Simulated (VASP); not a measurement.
BP, 2 atoms in the cell. Symmetry: F-43m, No. 216, cubic system. The conventional cell has a = 4.468 Å, b = 4.468 Å, c = 4.468 Å, α = 90.00°, β = 90.00°, γ = 90.00°. B (site symmetry -43m) has 4 P at 1.93 Å within 2.6 Å. Within 2.6 Å of P (site symmetry -43m) lie 4 B at 1.93 Å. 

- Program: VASP 6.6.1
- Task: single point
- Functional: LDA
- Potentials or basis: VASP PAW LDA potentials, release 64 (B, P)
- Cutoff: 500 eV
- k mesh: 8 × 8 × 8
- Occupations: gaussian, width 0.01 eV
- Spin: no spin polarisation
- Dipole correction: no
- Further INCAR settings: ALGO = Normal; EDIFF = 1e-06; NBANDS = 11

Potentials or basis: VASP PAW LDA potentials, release 64 (B, P).

Command:

```bash
$ cat potpaw_LDA.64/B/POTCAR potpaw_LDA.64/P/POTCAR > POTCAR
$ mpirun -np 1 vasp_std > vasp.out
```

Hardware: 1 thread of Intel Xeon 8259CL, with other jobs on the host.

Question: How long does it take, and how much memory?

Answer: It took 7.3 s on 1 thread of Intel Xeon 8259CL, with other jobs on the host, peak memory 0.12 GiB. Counts: scf iterations 12, k points 29.
